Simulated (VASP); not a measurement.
Wanted: the native input for a VASP 6.6.1 run.

```yaml
Task: single point
Functional: PBE
Potentials_or_basis: VASP PAW PBE potentials, release 64 (La, Ta_pv, O)
Cutoff: 520 eV
k_mesh: 4 × 4 × 4
Occupations: gaussian, width 0.1 eV
Spin: collinear spin, ferromagnetic start
Starting_moments: "[0.0, 0.0, 0.0, 0.0, 1.0, 0.0] μB"
Dipole_correction: no
Further_INCAR_settings: ALGO = Normal; EDIFF = 1e-06; NBANDS = 44
```

The structure of La4TaO lies in POSCAR:

```
La4TaO
1.0
    0.0000000000      4.3927228156      4.3927228156
    4.3927228156      0.0000000000      4.3927228156
    4.3927228156      4.3927228156      0.0000000000
La Ta O
4 1 1
Direct
    0.6239061648      0.6239061648      0.6239061648
    0.6239061648      0.6239061648      0.1282815055
    0.1282815055      0.6239061648      0.6239061648
    0.6239061648      0.1282815055      0.6239061648
    0.2500000000      0.2500000000      0.2500000000
    0.0000000000      0.0000000000      0.0000000000
```

The input as run:

INCAR

```
SYSTEM = La4TaO
  PREC = Accurate
  ENCUT = 520
  EDIFF = 1E-6
  ISMEAR = 0
  SIGMA = 0.1
  LREAL = .False.
  LASPH = .True.
  NELM = 150
  ALGO = Normal
  ISIF = 2
  LWAVE = .False.
  LCHARG = .True.
  ISPIN = 2
  MAGMOM = 0 0 0 0 1 0
  LORBIT = 11
  LMAXMIX = 6
  GGA = PE
  LELF = .True.
  LVHAR = .True.
  NBANDS = 44
```

KPOINTS

```
Automatic mesh
0
Gamma
  4 4 4
  0 0 0
```

Potentials or basis: VASP PAW PBE potentials, release 64 (La, Ta_pv, O).

Launch:

```console
$ cat potpaw_PBE.64/La/POTCAR potpaw_PBE.64/Ta_pv/POTCAR potpaw_PBE.64/O/POTCAR > POTCAR
$ mpirun -np 1 vasp_std > vasp.out
```

It gave:

The pressure is 0.1 GPa, the largest force is 0.010 eV/Å and the net moment is -0.01 μB per cell. The valence electrons inside the program's atomic spheres are La 8.93; Ta 8.56; O 4.71.

Wall time 5.2 min on 1 thread of Intel Xeon 6975P-C, on a shared host, peak memory 0.46 GiB.
